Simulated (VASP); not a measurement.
Here is a VASP 6.6.1 calculation.

INCAR

```
SYSTEM = Hg
PREC     = Accurate       ! precision mode
ENCUT    = 500            ! plane-wave cutoff, eV
EDIFF    = 1E-6           ! SCF threshold, eV
ISMEAR   = -1             ! smearing method
SIGMA    = 0.08           ! smearing width, eV
LREAL    = .False.        ! projectors in reciprocal space
LASPH    = .True.         ! aspherical terms in the spheres
NELM     = 120            ! most SCF steps
ALGO     = Normal         ! electronic algorithm
ISIF     = 2              ! what is computed and relaxed
LWAVE    = .False.        ! write WAVECAR
LCHARG   = .False.        ! write CHGCAR
GGA      = PE             ! functional
NBANDS   = 12             ! bands
GGA_COMPAT= .False.
```

KPOINTS

```
Automatic mesh
0
Gamma
  12 12 12
  0 0 0
```

POSCAR

```
Hg
1.0
    2.9712652900      0.0000000000      0.0000000000
    0.0000000000      2.9712652900      0.0000000000
    0.0000000000      0.0000000000      2.9712652900
Hg
1
Direct
    0.0000000000      0.0000000000      0.0000000000
```

Potentials or basis: VASP PAW PBE potentials, release 64 (Hg).

Command:

```bash
$ cat potpaw_PBE.64/Hg/POTCAR > POTCAR
$ mpirun -np 1 vasp_std > vasp.out
```

(1) Estimate the band gap on the k mesh.

(2) Estimate the pressure.

Answers

(1) zero (band 6 reaches 6.94 eV, above the bottom of band 7 at 0.27 eV).

(2) 3.7 GPa.

Caveat: spin-orbit coupling is left out, which moves the levels of the heavy elements.
